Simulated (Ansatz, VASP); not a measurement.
# SnO2 in VASP and in Ansatz

File INCAR:

```
SYSTEM = SnO2
PREC = Accurate ; ENCUT = 520
EDIFF = 1E-7 ; ISMEAR = 0
SIGMA = 0.05 ; LREAL = .False.
LASPH = .True. ; NELM = 100
ALGO = Normal ; ISIF = 2
LWAVE = .False. ; LCHARG = .False.
GGA = PE ; NBANDS = 35
```

The input KPOINTS:

```
regular mesh
0
Gamma
  6 6 8
  0 0 0
```

POSCAR

```
SnO2
1.0
    4.7150643165      0.0000000000      0.0000000000
    0.0000000000      4.7150776811      0.0000000000
    0.0000000000      0.0000000000      3.3891114669
Sn O
2 4
Direct
    0.5000000000      0.5000000000      0.5000000000
    0.0000000000      0.0000000000      0.0000000000
    0.2819646748      0.3312350192      0.0000000000
    0.7819646748      0.1687649808      0.5000000000
    0.2180353252      0.8312350192      0.5000000000
    0.7180353252      0.6687649808      0.0000000000
```

Input for Ansatz:

```yaml
crystal:
  lattice:
    - [4.7150643165, 0.0, 0.0]
    - [0.0, 4.7150776811, 0.0]
    - [0.0, 0.0, 3.3891114669]
  atoms:
    - { symbol: Sn, position: [0.5, 0.5, 0.5] }
    - { symbol: Sn, position: [0.0, 0.0, 0.0] }
    - { symbol: O, position: [0.2819646748, 0.3312350192, 0.0] }
    - { symbol: O, position: [0.7819646748, 0.1687649808, 0.5] }
    - { symbol: O, position: [0.2180353252, 0.8312350192, 0.5] }
    - { symbol: O, position: [0.7180353252, 0.6687649808, 0.0] }
basis:
  ecutwfc: 520.0
kpoints:
  mp_grid: { grid: [6, 6, 8] }
hamiltonian:
  xc: pbe
  pseudopotentials: { kind: paw, azcp: { folder: soft_1 } }
scf:
  occupations: { method: gaussian, width: 0.05 }
output:
  forces: true
  stress: true
  eigenvalues: true
```

Change from the starting cell: mode 4 frozen in at -0.168 Å, strain +e along z and -e/2 along x and y +0.0467.

Alike in both runs: task single point; functional PBE; k mesh 6 × 6 × 8; occupations gaussian, width 0.05 eV; no spin polarisation.

|  | VASP | Ansatz |
| --- | --- | --- |
| version | VASP 6.6.1 | Ansatz 0.2.0 |
| potentials or method | VASP PAW PBE potentials, release 64 (Sn_d, O), cutoff 520 eV | scalar-relativistic, plane waves, PAW |
| valence electrons in the cell | 52 | 52 |

```tsv
	VASP	Ansatz	Ansatz less VASP
gap on the k mesh at the Fermi level (eV)	0.78	0.80	+0.012
least direct gap on the mesh (eV)	0.88	0.89	+0.011
pressure (GPa)	-1.9	-2.5	-0.57
traceless stress, the component that is largest in VASP (GPa)	-8.28	-8.39	-0.103
rms of the force components (eV/Å)	0.116	0.117	+0.0011
```

Atom by atom the forces differ by 0.003 eV/Å (rms over components). The functional is the same, so the differences come from potentials, cutoffs and numerics.
